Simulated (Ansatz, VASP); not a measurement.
Ag: VASP beside Ansatz

```xyz
2
Lattice="2.7572 0.0000 0.0000 -1.3786 2.3878 0.0000 0.0000 0.0000 5.4091" Properties=species:S:1:pos:R:3 pbc="T T T"
Ag    0.0000    1.5919    1.3523
Ag    1.3786    0.7959    4.0568
```

Alike in both runs: task single point; functional LDA; k mesh 24 × 24 × 12; occupations methfessel-paxton of order 1, width 0.1 eV; no spin polarisation.

```csv
,VASP,Ansatz
version,VASP 6.6.1,Ansatz 0.2.0
potentials or method,"VASP PAW LDA potentials, release 64 (Ag), cutoff 520 eV","scalar-relativistic, plane waves, PAW"
valence electrons in the cell,22,38
```

|  | VASP | Ansatz | Ansatz less VASP |
| --- | --- | --- | --- |
| gap on the k mesh at the Fermi level (eV) | none | none | - |
| pressure (GPa) | -6.4 | -6.6 | -0.14 |
| traceless stress, the component that is largest in VASP (GPa) | -9.47 | -9.40 | +0.067 |

LDA's correlation is that of Perdew and Zunger in VASP and of Perdew and Wang (1992) in Ansatz. A gap of «none» marks a metal or a gap that the smearing closes. VASP's potentials hold 22 valence electrons a cell and Ansatz's 38, so a difference there can come from the potentials and not from the codes.
